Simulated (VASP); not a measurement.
**Nb: single point with PBEsol**

The system is Nb.

```
Nb
1.0
     4.62794    0.00000    0.00000
    -2.31397    4.00791    0.00000
     2.31397    1.33597    0.94467
Nb
1
Direct
  0.00000 0.00000 0.00000
```

```
Program                : VASP 6.6.1
Task                   : single point
Functional             : PBEsol
Potentials or basis    : VASP PAW PBE potentials, release 64 (Nb_sv)
Cutoff                 : 500 eV
k mesh                 : 9 × 9 × 36
Occupations            : gaussian, width 0.1 eV
Spin                   : no spin polarisation
Dipole correction      : no
Further INCAR settings : ALGO = Normal; EDIFF = 1e-06; NBANDS = 12
```

```
Pressure               : -0.5 GPa
Band gap on the k mesh : zero (an odd number of electrons rules out a gap without spin polarisation)
```

Levels at points of the mesh, in eV from the Fermi level:
```csv
k point,band 2,band 3,band 4,band 5,band 6,band 7,band 8,band 9,band 10,band 11
"(0.00, 0.00, 0.00)",-29.48,-29.48,-29.48,-6.02,0.36,0.36,0.36,3.36,3.36,14.29
"(0.00, 0.00, 0.50)",-30.50,-30.50,-30.50,-3.89,-3.89,5.84,5.84,5.84,9.29,9.29
```

It took 32 s on 1 thread of Intel(R) Xeon(R) Platinum 8488C (Sapphire Rapids), on a shared host, peak memory 0.19 GiB.

Caveat: the PAW data sets were made with another functional, which shifts forces and pressure a little.
